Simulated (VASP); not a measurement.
# Pt (I4/mmm) in VASP: single point with PBEsol

Aim: the single point of Pt with PBEsol.

Everything below comes from runs of VASP 6.6.1. Logs are shortened: lines on timing, memory, paths and dates and some standing lists are left out, and cuts for length are marked.

## (1) The cell of the first run

It takes space group I4/mmm (No. 139, tetragonal). Conventional cell: a = 2.915 Å, b = 2.915 Å, c = 3.295 Å, α = 90.00°, β = 90.00°, γ = 90.00°. Pt (site symmetry 4/mmm) has 14 Pt at 2.64 to 3.30 Å within 3.5 Å.

## (2) Single point, PBEsol (strain -0.080 along x and y, +0.040 along z)

INCAR reads:

```
SYSTEM = Pt
ALGO = Fast
EDIFF = 1E-6
ENCUT = 520
GGA = PS
ISIF = 2
ISMEAR = 0
LASPH = .True.
LCHARG = .True.
LELF = .True.
LREAL = .False.
LVHAR = .True.
LWAVE = .False.
NBANDS = 11
NELM = 100
PREC = Accurate
SIGMA = 0.15
```

KPOINTS reads:

```
k-points
0
Gamma
  22 22 22
  0 0 0
```

POSCAR reads:

```
Pt
1.0
   -1.4574824000      1.4574824000      1.6475888000
    1.4574824000     -1.4574824000      1.6475888000
    1.4574824000      1.4574824000     -1.6475888000
Pt
1
Direct
    0.0000000000      0.0000000000      0.0000000000
```

Potentials or basis: VASP PAW PBE potentials, release 64 (Pt).

Run with:

```
$ cat potpaw_PBE.64/Pt/POTCAR > POTCAR
$ mpirun -np 1 vasp_std > vasp.out
```

OUTCAR:

```text
SYSTEM = Pt
   EDIFF = 1E-6
   ENCUT = 520
   GGA = PS
   ISIF = 2
   ISMEAR = 0
   LASPH = .True.
   LREAL = .False.
   NELM = 100
   PREC = Accurate

 ion  position               nearest neighbor table
   1  0.000  0.000  0.000-

  LATTYP: Found a body centered tetragonal cell.
 ALAT       =     2.9149648000
 C/A-ratio  =     1.1304347826

  Lattice vectors:

 A1 = (  -1.4574824000,   1.4574824000,   1.6475888000)
 A2 = (   1.4574824000,  -1.4574824000,   1.6475888000)
 A3 = (   1.4574824000,   1.4574824000,  -1.6475888000)

Analysis of symmetry for initial positions (statically):
=====================================================================
 Subroutine PRICEL returns:
 Original cell was already a primitive cell.

 Routine SETGRP: Setting up the symmetry group for a
 body centered tetragonal supercell.

 Subroutine GETGRP returns: Found 16 space group operations
 (whereof 16 operations were pure point group operations)
 out of a pool of 16 trial point group operations.

The static configuration has the point symmetry D_4h.

Analysis of symmetry for dynamics (positions and initial velocities):
=====================================================================
 Subroutine PRICEL returns:
 Original cell was already a primitive cell.

 Routine SETGRP: Setting up the symmetry group for a
 body centered tetragonal supercell.

 Subroutine GETGRP returns: Found 16 space group operations
 (whereof 16 operations were pure point group operations)
 out of a pool of 16 trial point group operations.

The dynamic configuration has the point symmetry D_4h.

 Subroutine INISYM returns: Found 16 space group operations
 (whereof 16 operations are pure point group operations),
 and found     1 'primitive' translations

----------------------------------------------------------------------------------------

                                     Primitive cell

  volume of cell :      13.9996

  direct lattice vectors                    reciprocal lattice vectors
    -1.457482400  1.457482400  1.647588800     0.000000000  0.343057316  0.303473779
     1.457482400 -1.457482400  1.647588800     0.343057316  0.000000000  0.303473779
     1.457482400  1.457482400 -1.647588800     0.343057316  0.343057316  0.000000000

  length of vectors
     2.638760835  2.638760835  2.638760835     0.458022550  0.458022550  0.485156309

  position of ions in fractional coordinates (direct lattice)
     0.000000000  0.000000000  0.000000000

  ion indices of the primitive-cell ions
   primitive index   ion index
                 1           1

----------------------------------------------------------------------------------------

 KPOINTS: k-points

Automatic generation of k-mesh.
 Grid dimensions read from file:
 generate k-points for:   22   22   22

 Generating k-lattice:

  Cartesian coordinates                     Fractional coordinates (reciprocal lattice)
     0.000000000  0.015593514  0.013794263     0.045454545 -0.000000000  0.000000000
     0.015593514  0.000000000  0.013794263    -0.000000000  0.045454545  0.000000000
     0.015593514  0.015593514  0.000000000     0.000000000  0.000000000  0.045454545

  Length of vectors
     0.020819207  0.020819207  0.022052559

  Shift w.r.t. Gamma in fractional coordinates (k-lattice)
     0.000000000  0.000000000  0.000000000

 Subroutine IBZKPT returns following result:
 ===========================================

 Found    834 irreducible k-points:

 Following reciprocal coordinates:
            Coordinates               Weight
  0.000000  0.000000  0.000000      1.000000
  0.045455  0.000000  0.000000      8.000000
  0.090909  0.000000  0.000000      8.000000
  0.136364 -0.000000  0.000000      8.000000
  0.181818 -0.000000  0.000000      8.000000
  0.227273 -0.000000  0.000000      8.000000
[... 16 lines left out ...]
  0.500000  0.045455  0.000000     16.000000
 -0.454545  0.045455 -0.000000     16.000000
 [... further k-points ...]
   k-points           NKPTS =    834   k-points in BZ     NKDIM =    834   number of bands    NBANDS=     11
   number of dos      NEDOS =    301   number of ions     NIONS =      1
   total plane-waves  NPLWV =   8000
   dimension x,y,z NGX =    20 NGY =   20 NGZ =   20
   dimension x,y,z NGXF=    40 NGYF=   40 NGZF=   40
   ions per type =               1
   NGX,Y,Z   is equivalent  to a cutoff of  12.60, 12.60, 12.60 a.u.
   NGXF,Y,Z  is equivalent  to a cutoff of  25.20, 25.20, 25.20 a.u.
 SYSTEM =  Pt
   PREC   = accura    normal or accurate (medium, high low for compatibility)
   ISTART =      0    job   : 0-new  1-cont  2-samecut
   ICHARG =      2    charge: 1-file 2-atom 10-const
   ISPIN  =      1    spin polarized calculation?
   LNONCOLLINEAR =      F non collinear calculations
   LSORBIT =      F    spin-orbit coupling
   LASPH  =      T    aspherical Exc in radial PAW
   ENCUT  =  520.0 eV  38.22 Ry    6.18 a.u.   4.91  4.91  4.91*2*pi/ulx,y,z
   NELM   =    100;   NELMIN=  2; NELMDL= -5     # of ELM steps
   EDIFF  = 0.1E-05   stopping-criterion for ELM
   LREAL  =      F    real-space projection
   EDIFFG = 0.1E-04   stopping-criterion for IOM
   NSW    =      0    number of steps for IOM
   IBRION =     -1    ionic relax: 0-MD 1-quasi-New 2-CG
   NFREE  =      0    steps in history (QN), initial steepest desc. (CG)
   ISIF   =      2    stress and relaxation
   ISYM   =      2    0-nonsym 1-usesym 2-fastsym
   POTIM  = 0.5000    time-step for ionic-motion
   TEBEG  =    0.0;   TEEND  =   0.0 temperature during run
   PSTRESS=    0.0 pullay stress
   NELECT =      10.0000    total number of electrons
   NUPDOWN=      -1.0000    fix difference up-down
   EMIN   =  10.00;   EMAX   =-10.00  energy-range for DOS
   EFERMI =   0.00;   METHOD = LEGACY
   ISMEAR =     0;   SIGMA  =   0.15  broadening in eV -4-tet -1-fermi 0-gaus
   EFERMI_NEDOS =   21; number of points for ismear=-14 and -15
   IALGO  =     68    algorithm
   IMIX   =      4    mixing-type and parameters
     AMIX     =   0.40;   BMIX     =  1.00
     AMIX_MAG =   1.60;   BMIX_MAG =  1.00
  volume/ion in A,a.u.               =      14.00        94.47
  Fermi-wavevector in a.u.,A,eV,Ry     =   1.463422  2.765467 29.138304  2.141605
  Thomas-Fermi vector in A             =   2.579519
   LORBIT       =      0    0 simple, 1 ext, 2 COOP (PROOUT), +10 PAW based schemes
   GGA     = PS    functional components
   LHFCALC =     F    Hartree Fock is set to
   AEXX    =    0.0000 exact exchange contribution
   IVDW    =     0    specifies the selected vdW correction
   LEPSILON=     F    determine dielectric tensor
   LRPA    =     F    only Hartree local field effects (RPA)
 non-spin polarized calculation
 RMM-DIIS sequential band-by-band and
 Gauss-broadening in eV      SIGMA  =   0.15
  energy-cutoff  :      520.00
  volume of cell :       14.00
 maximum number of plane-waves:       398
   NGX =  9   NGY =  9   NGZ =  9

 number of electron      10.0000002 magnetization

 Free energy of the ion-electron system (eV)
  ---------------------------------------------------
  ext. energy  EPLUGINS =         0.00000000
  ---------------------------------------------------
  free energy    TOTEN  =        -6.80198142 eV

  energy without entropy =       -6.79045607  energy(sigma->0) =       -6.79621875

 E-fermi :  12.3710     XC(G=0): -14.0658

 val. band max:       12.3694736315   @ k =  -0.2273   0.3182   0.0909
 cond. band min:      12.3712429502   @ k =  -0.1364   0.2727   0.1364
 fundamental gap:      0.0017693187
 Fermi energy:        12.3710167352

 k-point     1 :       0.0000    0.0000    0.0000
  band No.  band energies     occupation
      1       1.4337      2.00000
      2       7.8664      2.00000
      3       7.8664      2.00000
      4       9.0058      2.00000
      5      10.2045      2.00000
      6      11.5998      2.00000
      7      27.9191      0.00000
      8      30.2501      0.00000
      9      30.2501      0.00000
     10      38.0388      0.00000
     11      39.4722      0.00000

 k-point     2 :       0.0455    0.0000    0.0000
  band No.  band energies     occupation
      1       1.5259      2.00000
      2       7.8685      2.00000
      3       7.8956      2.00000
      4       9.0141      2.00000
      5      10.1790      2.00000
      6      11.5691      2.00000
      7      28.0517      0.00000
      8      30.2576      0.00000
      9      30.3908      0.00000
     10      37.0657      0.00000
     11      40.4820      0.00000

 k-point     3 :       0.0909    0.0000    0.0000
  band No.  band energies     occupation
      1       1.7967      2.00000
      2       7.8702      2.00000
      3       7.9507      2.00000
      4       9.0741      2.00000
      5      10.1145      2.00000
      6      11.4894      2.00000
      7      28.4111      0.00000
      8      30.1890      0.00000
      9      30.8066      0.00000
     10      35.9644      0.00000
     11      39.6406      0.00000

 k-point     4 :       0.1364   -0.0000    0.0000
  band No.  band energies     occupation
      1       2.2268      2.00000
      2       7.8631      2.00000
      3       7.9514      2.00000
      4       9.2718      2.00000
      5      10.0441      2.00000
      6      11.3905      2.00000
      7      28.8703      0.00000
      8      29.8087      0.00000
      9      31.4792      0.00000
     10      35.4398      0.00000
     11      37.9740      0.00000
[... 239 lines left out ...]
 k-point    22 :       0.4545    0.0455    0.0000
  band No.  band energies     occupation
      1       4.5103      2.00000
      2       6.9262      2.00000
      3       9.9571      2.00000
      4      11.1116      2.00000
      5      12.1098      1.98622
      6      13.7563      0.00000
      7      19.4712      0.00000
      8      26.0764      0.00000
      9      30.0434      0.00000
     10      35.2954      0.00000
     11      39.7007      0.00000

 k-point    23 :       0.5000    0.0455    0.0000
  band No.  band energies     occupation
      1       4.5087      2.00000
      2       6.9214      2.00000
      3       9.8998      2.00000
      4      11.2766      2.00000
      5      12.0854      1.99291
      6      13.7443      0.00000
      7      19.4017      0.00000
      8      26.0549      0.00000
      9      30.0677      0.00000
     10      35.1780      0.00000
     11      39.8427      0.00000

 k-point    24 :      -0.4545    0.0455   -0.0000
  band No.  band energies     occupation
      1       4.5223      2.00000
      2       6.9699      2.00000
      3       9.8134      2.00000
      4      10.9430      2.00000
      5      11.8864      2.00000
      6      13.3571      0.00000
      7      20.2929      0.00000
      8      26.2555      0.00000
      9      30.6091      0.00000
     10      35.3840      0.00000
     11      39.2505      0.00000

 [... further k-points ...]

------------------------ aborting loop because EDIFF is reached ----------------------------------------

  FORCE on cell =-STRESS in cart. coord.  units (eV):
  Direction    XX          YY          ZZ          XY          YZ          ZX
  --------------------------------------------------------------------------------------
  -------------------------------------------------------------------------------------
  Total        2.1322404      2.1322404      2.9505818      0.0000000     -0.0000000      0.0000000
  in kB      244.0232984    244.0232984    337.6780163      0.0000000     -0.0000000      0.0000000
  external PRESSURE =     275.2415377 kB  Pullay stress =       0.0000000 kB

 VOLUME and BASIS-vectors are now :
 -----------------------------------------------------------------------------
  energy-cutoff  :      520.00
  volume of cell :       14.00
      direct lattice vectors                 reciprocal lattice vectors
    -1.457482400  1.457482400  1.647588800     0.000000000  0.343057316  0.303473779
     1.457482400 -1.457482400  1.647588800     0.343057316  0.000000000  0.303473779
     1.457482400  1.457482400 -1.647588800     0.343057316  0.343057316  0.000000000

 POSITION                                       TOTAL-FORCE (eV/Angst)
 -----------------------------------------------------------------------------------
      0.00000      0.00000      0.00000        -0.000000      0.000000      0.000000
 -----------------------------------------------------------------------------------
    total drift:                                0.000000      0.000000      0.000000

  FREE ENERGIE OF THE ION-ELECTRON SYSTEM (eV)
  ---------------------------------------------------
  free  energy   TOTEN  =        -6.8019814237 eV

  energy  without entropy=       -6.7904560687  energy(sigma->0) =       -6.79621875
```

It took 71 s on 1 thread of Intel Xeon Platinum 8375C at 2.90GHz (Ice Lake), shared host; peak memory 0.24 GiB.

Results:

- Free energy: -6.8020 eV
- Pressure: 27.5 GPa
- Band gap on the k mesh: zero (bands 5 and 6 overlap by 2.72 eV)

Caveat: the cell differs from its parent crystal (strain -0.080 along x and y, +0.040 along z); the cell stands under pressure; the PAW data sets were made with another functional, which shifts forces and pressure a little; spin-orbit coupling is left out, which moves the levels of the heavy elements.
